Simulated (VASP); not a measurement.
Write the native input for VASP 6.6.1 that does the following.

| Property | Result |
| --- | --- |
| Task | single point |
| Functional | PBEsol |
| Potentials or basis | VASP PAW PBE potentials, release 64 (Ti_sv, Al) |
| Cutoff | 500 eV |
| k mesh | 24 × 24 × 14 |
| Occupations | gaussian, width 0.15 eV |
| Spin | no spin polarisation |
| Dipole correction | no |
| Further INCAR settings | ALGO = Normal; EDIFF = 1e-06; NBANDS = 14 |

The structure of TiAl lies in POSCAR:

```
TiAl
1.0
    2.8478212843      0.0000000000      0.0000000000
   -1.4239106421      2.4662855776      0.0000000000
    0.0000000000      0.0000000000      4.6199447408
Ti Al
1 1
Direct
    0.0000000000      0.0000000000      0.0054113201
    0.3333333333      0.6666666667      0.5000000000
```

This cell differs from its parent crystal: all Ti atoms moved +0.025 Å, as atom 1 along Cartesian [0 0 1].

One way to write it, as run:

INCAR

```
SYSTEM = TiAl
PREC = Accurate ; ENCUT = 500
EDIFF = 1E-6 ; ISMEAR = 0
SIGMA = 0.15 ; LREAL = .FALSE.
LASPH = .TRUE. ; NELM = 120
ALGO = Normal ; ISIF = 2
LWAVE = .FALSE. ; LCHARG = .TRUE.
GGA = PS ; LELF = .TRUE.
LVHAR = .TRUE. ; NBANDS = 14
GGA_COMPAT = .FALSE.
```

KPOINTS

```
regular mesh
0
G
  24 24 14
  0 0 0
```

Potentials or basis: VASP PAW PBE potentials, release 64 (Ti_sv, Al).

Launch:

```console
$ cat potpaw_PBE.64/Ti_sv/POTCAR potpaw_PBE.64/Al/POTCAR > POTCAR
$ mpirun -np 1 vasp_std > vasp.out
```

It gave:

The pressure is 0.1 GPa and the largest force is 0.186 eV/Å. The band gap on the k mesh is zero (an odd number of electrons rules out a gap without spin polarisation).

Caveat: the cell differs from its parent crystal (all Ti atoms moved +0.025 Å, as atom 1 along Cartesian [0 0 1]); the PAW data sets were made with another functional, which shifts forces and pressure a little.

Run time: 5.3 min on 1 thread of Oxide Virtual Turin-like Processor, with other jobs on the host, peak memory 0.41 GiB.
